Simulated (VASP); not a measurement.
Na2Al2O: single point with PBE

Na2Al2O:

```xyz
5
Lattice="3.0204 -3.0489 0.0000 3.0204 3.0489 0.0000 0.0000 0.0000 7.9706" Properties=species:S:1:pos:R:3 pbc="T T T"
Na    1.5102    1.5245    3.9853
Na    1.5102   -1.5245    3.9853
Al    3.0204    0.0000    1.3339
Al    3.0204    0.0000    6.6367
O     0.0000    0.0000    3.9853
```

| Quantity | Value |
| --- | --- |
| Program | VASP 6.6.1 |
| Task | single point |
| Functional | PBE |
| Potentials or basis | VASP PAW PBE potentials, release 64 (Na_pv, Al, O) |
| Cutoff | 520 eV |
| k mesh | 4 × 4 × 2 |
| Occupations | gaussian, width 0.1 eV |
| Spin | collinear spin, ferromagnetic start |
| Starting moments | [0.0, 0.0, 0.0, 0.0, 1.0] μB |
| Dipole correction | no |
| Further INCAR settings | ALGO = Normal; EDIFF = 1e-07; NBANDS = 25 |

```yaml
Pressure: 0.0 GPa
Largest_force: 0.071 eV/Å
Band_gap_on_the_k_mesh: zero (filled and empty bands overlap)
Net_moment: 0.00 μB per cell
Valence_electrons_inside_the_program's_atomic_spheres: Na 6.10; Al 0.75; O 4.90
```

Forces in eV/Å, atoms in the order of the input:
```
Na   0.000  0.000  0.000
Na   0.000  0.000  0.000
Al   0.000  0.000 -0.071
Al   0.000  0.000  0.071
O    0.000  0.000  0.000
```

Stress tensor (GPa, compression positive):
```
 0.28  0.00  0.00
 0.00  0.19  0.00
 0.00  0.00 -0.51
```

Levels at points of the mesh, in eV from the Fermi level:
Spin up:
| k point | band 10 | band 11 | band 12 | band 13 | band 14 | band 15 | band 16 | band 17 |
| --- | --- | --- | --- | --- | --- | --- | --- | --- |
| (0.00, 0.00, 0.00) | -1.37 | -1.01 | -1.01 | -0.68 | 1.87 | 1.88 | 3.55 | 3.56 |
| (0.50, 0.00, 0.00) | -2.08 | -1.34 | -1.31 | -0.96 | 0.10 | 1.17 | 2.26 | 3.77 |
| (0.50, 0.50, 0.00) | -1.81 | -1.79 | -1.01 | -0.40 | -0.36 | -0.23 | 1.15 | 1.19 |
| (0.00, 0.00, 0.50) | -1.47 | -1.01 | -1.00 | 0.37 | 1.79 | 1.82 | 1.83 | 3.61 |
| (0.50, 0.00, 0.50) | -1.75 | -1.24 | -0.96 | -0.44 | 0.05 | 0.32 | 2.30 | 2.95 |
| (0.50, 0.50, 0.50) | -1.73 | -1.71 | -1.03 | -0.62 | -0.57 | 0.54 | 1.31 | 1.36 |
Spin down:
```tsv
k point	band 11	band 12	band 13	band 14	band 15	band 16
(0.00, 0.00, 0.00)	-1.01	-1.01	-0.68	1.87	1.88	3.55
(0.50, 0.00, 0.00)	-1.34	-1.31	-0.96	0.10	1.17	2.26
(0.50, 0.50, 0.00)	-1.79	-1.01	-0.40	-0.36	-0.23	1.15
(0.00, 0.00, 0.50)	-1.01	-1.00	0.36	1.79	1.82	1.83
(0.50, 0.00, 0.50)	-1.24	-0.96	-0.44	0.04	0.32	2.30
(0.50, 0.50, 0.50)	-1.71	-1.03	-0.62	-0.57	0.54	1.31
```

It took 4.1 min on 1 thread of AMD EPYC 7R43 64-Core Processor (Zen 3), on a shared host, peak memory 0.28 GiB.

Caveat: the k points lie up to 0.39 Å⁻¹ apart.
